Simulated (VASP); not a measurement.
## Ca: single point with LDA

The system is Ca.

```xyz
1
Lattice="0.0000 2.5707 2.5707 2.5707 0.0000 2.5707 2.5707 2.5707 0.0000" Properties=species:S:1:pos:R:3 pbc="T T T"
Ca    0.0000    0.0000    0.0000
```

This cell differs from its parent crystal: strain -0.080 along x and y, -0.080 along z.

```
Program                : VASP 6.6.1
Task                   : single point
Functional             : LDA
Potentials or basis    : VASP PAW LDA potentials, release 64 (Ca_sv)
Cutoff                 : 520 eV
k mesh                 : 14 × 14 × 14
Occupations            : gaussian, width 0.15 eV
Spin                   : no spin polarisation
Dipole correction      : no
Further INCAR settings : ALGO = Normal; EDIFF = 1e-07; NBANDS = 11
```

```yaml
Pressure: 2.6 GPa
Band_gap_on_the_k_mesh: zero (filled and empty bands touch)
```

Levels at points of the mesh, in eV from the Fermi level:
| k point | band 2 | band 3 | band 4 | band 5 | band 6 | band 7 | band 8 | band 9 |
| --- | --- | --- | --- | --- | --- | --- | --- | --- |
| (0.00, 0.00, 0.00) | -22.26 | -22.26 | -22.26 | -4.41 | 2.47 | 2.47 | 2.47 | 3.84 |
| (0.50, 0.00, 0.00) | -22.57 | -22.30 | -22.30 | -1.17 | 0.12 | 2.32 | 2.32 | 4.74 |
| (0.50, 0.50, 0.00) | -22.55 | -22.37 | -22.37 | -0.77 | 0.31 | 1.48 | 4.73 | 4.98 |

Run time: 40 s on 1 thread of Intel Xeon 6975P-C, on a shared host, peak memory 0.17 GiB.

Caveat: the cell differs from its parent crystal (strain -0.080 along x and y, -0.080 along z).
